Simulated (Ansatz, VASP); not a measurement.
Two plane-wave programs on MgH

```
Mg H
1.0
     3.35809    0.00000    0.00000
     0.00000    3.35809    0.00000
     0.00000    0.00000    4.51890
Mg H
2 2
Direct
  0.00000 0.50000 0.00000
  0.50000 0.00000 0.50000
  0.50000 0.50000 0.25000
  0.50000 0.50000 0.75000
```

Alike in both runs: task single point; functional revPBE; k mesh 14 × 14 × 10; occupations gaussian, width 0.1 eV; no spin polarisation.

|  | VASP | Ansatz |
| --- | --- | --- |
| version | VASP 6.6.1 | Ansatz 0.2.0 |
| potentials or method | VASP PAW PBE potentials, release 64 (Mg, H) | scalar-relativistic, plane waves, PAW |
| plane-wave cutoff (eV) | 600 | 420 |
| valence electrons in the cell | 6 | 22 |

Ansatz gave:

| Property | Result |
| --- | --- |
| gap on the k mesh at the Fermi level (eV) | none |
| pressure (GPa) | 1.2 |
| traceless stress, the component that is largest in VASP (GPa) | -0.06 |

Q: Estimate VASP's values.

A: gap on the k mesh at the Fermi level (eV): none; pressure (GPa): 0.9; traceless stress, the component that is largest in VASP (GPa): -0.03.

VASP's potentials were made for PBE, not for revPBE. A gap of «none» marks a metal or a gap that the smearing closes. The functional is the same, so the differences come from potentials, cutoffs and numerics. VASP's potentials hold 6 valence electrons a cell and Ansatz's 22, so a difference there can come from the potentials and not from the codes.
